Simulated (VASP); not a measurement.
Input of a VASP 6.6.1 run:

The input INCAR:

```
SYSTEM = Hf2Ga6WO16
PREC     = Accurate       ! precision mode
ENCUT    = 520            ! plane-wave cutoff, eV
EDIFF    = 1E-6           ! SCF threshold, eV
ISMEAR   = -1             ! smearing method
SIGMA    = 0.1034         ! smearing width, eV
LREAL    = Auto         
LASPH    = .TRUE.         ! aspherical terms in the spheres
NELM     = 100            ! most SCF steps
ALGO     = Normal         ! electronic algorithm
ISIF     = 2              ! what is computed and relaxed
LWAVE    = .FALSE.        ! write WAVECAR
LCHARG   = .FALSE.        ! write CHGCAR
GGA      = PE             ! functional
ISYM     = 0            
NBANDS   = 122            ! bands
```

KPOINTS

```
Automatic mesh
0
G
  1 1 1
  0 0 0
```

File POSCAR:

```
Hf2Ga6WO16
1.0
    6.7546960000      0.0703500000      0.2133700000
    0.0703500000      6.6525360000     -0.1906710000
    0.2133700000     -0.1906710000      6.6892510000
W O Hf Ga
1 16 2 6
Direct
    0.4854527395      0.5042998338      0.6858641278
    0.0162626575      0.1887136246      0.5808815146
    0.6368144390      0.8904057223      0.2455172414
    0.4431839128      0.6440910350      0.9857177329
   -0.0686329401      0.1847045057      0.1862477583
    0.5207336419      0.4861158300      0.4052880142
    0.1772858261      0.4941267191      0.3062020186
    0.1823512546      1.0208380896      0.8655094468
    0.2710796580      0.9322343417      0.2799532844
    0.2460882661      0.3725144365      0.7548867350
    1.0225976392      0.6277470981      0.0183662578
    0.7032913361      0.9366944799      0.8860775595
    0.3980891878      0.2502333887      0.0946929575
   -0.0382585283      0.7752876072      0.5000667617
    0.5814184710      0.1788024315      0.5666692996
    0.3984276502      0.7607930154      0.6173949307
    0.7551057857      0.4876077887      0.7271114125
    0.9467004001      0.8865073119      0.1132483699
    0.1115517780      0.3455325933      0.0276113487
    0.4280392910      0.6745401316      0.2601762885
    0.9983875460      0.4511317530      0.5183367752
    0.7948247861      0.0221386595      0.6579403936
    0.5022563676      0.1725997797      0.3145312280
    0.1692903025     -0.0439953571      0.5638868820
    0.4117472597      0.9066387930     -0.0247251579
```

Potentials or basis: VASP PAW PBE potentials, release 64 (W_sv, O, Hf_pv, Ga_d).

Launch:

```sh
$ cat potpaw_PBE.64/W_sv/POTCAR potpaw_PBE.64/O/POTCAR potpaw_PBE.64/Hf_pv/POTCAR potpaw_PBE.64/Ga_d/POTCAR > POTCAR
$ mpirun -np 1 vasp_gam > vasp.out
```

Problem. Predict the band gap on the k mesh.

Solution. 1.41 eV.

Problem. Predict the pressure.

Solution. 2.6 GPa.

Forces on the atoms (eV/Å):
```
W    0.763 -0.173  1.074
O   -1.697 -0.993  0.395
O    0.729 -0.237  0.163
O   -0.337 -1.713 -1.752
O   -0.807  0.762 -0.561
O    1.708 -1.843  0.322
O   -0.545 -0.536  0.463
O   -0.946 -1.412  0.503
O   -1.075 -0.520  0.130
O    2.472  1.958 -2.246
O   -0.687 -0.918 -1.225
O    0.564 -0.168  1.281
O    0.265 -1.033 -1.335
O   -0.823  1.426  0.524
O   -0.541  0.179  0.936
O   -0.026 -0.321  0.993
O   -0.194 -0.172 -0.696
Hf  -2.836  1.630  0.929
Hf   1.772 -0.343  2.917
Ga  -0.576  1.016  0.921
Ga  -0.135  1.946  0.090
Ga  -0.775  0.027 -2.215
Ga   1.012 -1.153 -0.755
Ga   1.498 -1.772  0.471
Ga   1.219  4.363 -1.328
```

Caveat: the k points lie up to 0.95 Å⁻¹ apart; spin-orbit coupling is left out, which moves the levels of the heavy elements.
